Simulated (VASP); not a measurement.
Input of a VASP 6.6.1 run:

Contents of INCAR:

```
  PREC = Accurate
  ENCUT = 520
  EDIFF = 1E-6
  ISMEAR = 0
  SIGMA = 0.05
  LREAL = F
  LASPH = T
  NELM = 60
  ALGO = Normal
  ISIF = 2
  LWAVE = F
  LCHARG = F
  GGA = CA
  NBANDS = 11
```

KPOINTS

```
Automatic mesh
0
Gamma
  12 12 12
```

File POSCAR:

```
Si
1.0
    0.0000000000      2.6332021733      3.0458249539
    2.6332021733      0.0000000000      3.0458249539
    2.6332021733      2.6332021733      0.0000000000
Si
2
Direct
    0.5000000000      0.5000000000      0.5000000000
    0.7500000000      0.7500000000      0.7500000000
```

Potentials or basis: VASP PAW LDA potentials, release 64 (Si).

Command:

```sh
$ cat potpaw_LDA.64/Si/POTCAR > POTCAR
$ mpirun -np 1 vasp_std > vasp.out
```

**Question.** Predict the pressure.

**Answer.** -6.1 GPa.

**Question.** Predict the band gap on the k mesh.

**Answer.** Zero (band 4 reaches 5.67 eV, above the bottom of band 5 at 5.45 eV).

Stress tensor (GPa, compression positive):
```
 -0.57   0.00   0.00
  0.00  -0.57   0.00
  0.00   0.00 -17.21
```
